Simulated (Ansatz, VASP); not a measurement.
## CdS: VASP beside Ansatz

File INCAR:

```
SYSTEM = CdS
PREC     = Accurate       ! precision mode
ENCUT    = 520            ! plane-wave cutoff, eV
EDIFF    = 1E-7           ! SCF threshold, eV
ISMEAR   = -1             ! smearing method
SIGMA    = 0.1            ! smearing width, eV
LREAL    = .False.        ! projectors in reciprocal space
LASPH    = .True.         ! aspherical terms in the spheres
NELM     = 60             ! most SCF steps
ALGO     = Normal         ! electronic algorithm
ISIF     = 2              ! what is computed and relaxed
LWAVE    = .False.        ! write WAVECAR
LCHARG   = .False.        ! write CHGCAR
GGA      = PE             ! functional
NBANDS   = 16             ! bands
```

File KPOINTS:

```
Automatic mesh
0
Gamma
  13 13 13
  0 0 0
```

Contents of POSCAR:

```
CdS
1.0
    0.0000000000      2.3676539008      2.3676539008
    2.3676539008      0.0000000000      2.3676539008
    2.3676539008      2.3676539008      0.0000000000
Cd S
1 1
Direct
    0.0000000000      0.0000000000      0.0000000000
    0.5000000000      0.5000000000      0.5000000000
```

Input for Ansatz:

```yaml
crystal:
  lattice:
    - [0.0, 2.3676539008, 2.3676539008]
    - [2.3676539008, 0.0, 2.3676539008]
    - [2.3676539008, 2.3676539008, 0.0]
  atoms:
    - { symbol: Cd, position: [0.0, 0.0, 0.0] }
    - { symbol: S, position: [0.5, 0.5, 0.5] }
kpoints:
  mp_grid: { grid: [13, 13, 13] }
scf:
  occupations: { method: fermi_dirac, width: 0.1 }
hamiltonian:
  xc: pbe
  pseudopotentials: { kind: all_electron, lapw: { basis_error: 0.001 } }
output:
  forces: true
  stress: true
  eigenvalues: true
  populations: true
```

Change from the starting cell: volume scaled by 0.64, LAPW.

Alike in both runs: task single point; functional PBE; k mesh 13 × 13 × 13; occupations fermi-dirac, width 0.1 eV; no spin polarisation.

```csv
,VASP,Ansatz
version,VASP 6.6.1,Ansatz 0.2.0
potentials or method,"VASP PAW PBE potentials, release 64 (Cd, S), cutoff 520 eV","all-electron LAPW, scalar-relativistic"
```

```tsv
	VASP	Ansatz	Ansatz less VASP
pressure (GPa)	94.1	91.1	-3.08
```

Both programs put the cell under a high pressure, so it lies far from rest at this level. Ansatz ran all-electron here, and VASP with PAW potentials.

Noted on VASP's run: the cell as given lies far from equilibrium.
